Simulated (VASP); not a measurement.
Wanted: the native input for a VASP 6.6.1 run.

| Property | Result |
| --- | --- |
| Task | single point |
| Functional | LDA |
| Potentials or basis | VASP PAW LDA potentials, release 64 (Be) |
| Cutoff | 520 eV |
| k mesh | 16 × 16 × 9 |
| Occupations | methfessel-paxton, width 0.03 eV |
| Spin | no spin polarisation |
| Dipole correction | no |
| Further INCAR settings | ALGO = Normal; EDIFF = 1e-07; NBANDS = 9 |

The structure of Be lies in POSCAR:

```
Be
1.0
    2.2295160349      0.0000000000      0.0000000000
   -1.1147580175      1.9308175243      0.0000000000
    0.0000000000      0.0000000000      3.5083258361
Be
2
Direct
    0.3333333333      0.6666666667      0.2500000000
    0.6666666667      0.3333333333      0.7500000000
```

The input as run:

INCAR

```
SYSTEM = Be
  PREC = Accurate
  ENCUT = 520
  EDIFF = 1E-7
  ISMEAR = 1
  SIGMA = 0.03
  LREAL = .FALSE.
  LASPH = .TRUE.
  NELM = 100
  ALGO = Normal
  ISIF = 2
  LWAVE = .FALSE.
  LCHARG = .FALSE.
  NBANDS = 9
```

KPOINTS

```
Automatic mesh
0
G
  16 16 9
  0 0 0
```

Potentials or basis: VASP PAW LDA potentials, release 64 (Be).

The run is started by

```console
$ cat potpaw_LDA.64/Be/POTCAR > POTCAR
$ mpirun -np 1 vasp_std > vasp.out
```

Results of the run:

The pressure is 0.4 GPa and the band gap on the k mesh is zero (band 2 reaches 8.05 eV, above the bottom of band 3 at 6.47 eV).

Run time: 11 s on 1 thread of Intel(R) Xeon(R) Platinum 8259CL CPU @ 2.50GHz (Skylake/Cascade Lake), with other jobs on the host, peak memory 0.12 GiB.
